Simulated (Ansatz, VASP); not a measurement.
One calculation of SiF, two programs

POSCAR

```
SiF
1.0
    1.3386000000      0.7728400000      3.8983100000
   -1.3386000000      0.7728400000      3.8983100000
    0.0000000000     -1.5456800000      3.8983100000
Si F
1 1
Direct
    0.5000000000      0.5000000000      0.5000000000
    0.0000000000      0.0000000000      0.0000000000
```

The input INCAR.step1:

```
SYSTEM = SiF
ALGO = Normal ; EDIFF = 1E-5
ENCUT = 520 ; GGA = PE
ISIF = 2 ; ISMEAR = -1
LASPH = .True. ; LCHARG = .False.
LREAL = .False. ; LWAVE = .True.
NBANDS = 12 ; NELM = 60
PREC = Accurate ; SIGMA = 0.05
```

The input INCAR.step2:

```
SYSTEM = SiF
AEXX = 0.1 ; ALGO = Normal
EDIFF = 1E-6 ; ENCUT = 520
ISIF = 2 ; ISMEAR = -1
ISTART = 1 ; LASPH = .True.
LCHARG = .False. ; LHFCALC = .True.
LMIXTAU = .True. ; LREAL = .False.
LWAVE = .False. ; METAGGA = R2SCAN
NBANDS = 12 ; NELM = 60
PREC = Accurate ; PRECFOCK = Normal
SIGMA = 0.05
```

The input KPOINTS:

```
k-points
0
Gamma
  6 6 6
  0 0 0
```

The input input:

```
crystal:
  lattice:
    - [1.3386, 0.77284, 3.89831]
    - [-1.3386, 0.77284, 3.89831]
    - [0.0, -1.54568, 3.89831]
  atoms:
    - { symbol: Si, position: [0.5, 0.5, 0.5] }
    - { symbol: F, position: [0.0, 0.0, 0.0] }
hamiltonian:
  xc: r2scanh
  pseudopotentials: { kind: paw }
kpoints:
  mp_grid: { grid: [6, 6, 6] }
scf:
  occupations: { method: fermi_dirac, width: 0.05 }
output:
  forces: true
  stress: true
  eigenvalues: true
```

Alike in both runs: task single point; functional r2SCANh; k mesh 6 × 6 × 6; occupations fermi-dirac, width 0.05 eV; no spin polarisation.

|  | VASP | Ansatz |
| --- | --- | --- |
| version | VASP 6.6.1 | Ansatz 0.2.0 |
| potentials or method | VASP PAW PBE potentials, release 64 (Si, F) | Ansatz PAW |
| plane-wave cutoff (eV) | 520 | 500 |
| valence electrons in the cell | 11 | 11 |

VASP gave:

| Property | Result |
| --- | --- |
| gap on the k mesh at the Fermi level (eV) | none |
| pressure (GPa) | -3.2 |
| traceless stress, the component that is largest in VASP (GPa) | 2.13 |

Question: Estimate Ansatz's values.

Answer: gap on the k mesh at the Fermi level (eV): none; pressure (GPa): -3.0; traceless stress, the component that is largest in VASP (GPa): 2.20.

VASP's potentials were made for PBE, not for r2SCANh. A gap of «none» marks a metal or a gap that the smearing closes.

The k mesh is coarse, so the values compare programs but aren't converged.
